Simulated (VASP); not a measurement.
Runs of VASP 6.6.1 on Mo. The structure is that of space group Im-3m (No. 229), or close to it. The cells are those of the table. 

```csv
task,cell,k mesh,cutoff (eV),smearing,gap on the mesh (eV),pressure (GPa),relaxed volume (Å³/atom)
single point,"a = 2.725 Å, angles 109.5°, 1 atom",8 × 8 × 8,520,gaussian 0.1 eV,none,-3.4,-
relaxation of cell and atoms,"relaxed from a = 2.710 Å, angles 109.5°, 1 atom",20 × 20 × 20,600,fermi-dirac 0.15 eV,none,0.0,(a)
relaxation of cell and atoms,"relaxed from a = 2.725 Å, angles 109.5°, 1 atom",18 × 18 × 18,600,gaussian 0.1 eV,none,0.0,15.35
single point,"a = 2.710 Å, angles 109.5°, 1 atom",18 × 18 × 18,520,gaussian 0.1 eV,none,0.6,-
single point,"a = 2.711 Å, angles 109.5°, 1 atom",20 × 20 × 20,520,fermi-dirac 0.15 eV,none,0.6,-
```

Alike in all rows: level PBEsol; potentials or basis VASP PAW PBE potentials, release 64 (Mo_sv); no spin polarisation.

Problem. Estimate the missing entries.

Solution. (a) 15.36.

Caveats: the PAW data sets were made with another functional, which shifts forces and pressure a little.

A k mesh can miss the band edges, and the runs leave out spin-orbit coupling on Mo.

A gap of «none» marks levels without a gap at the run's occupations.
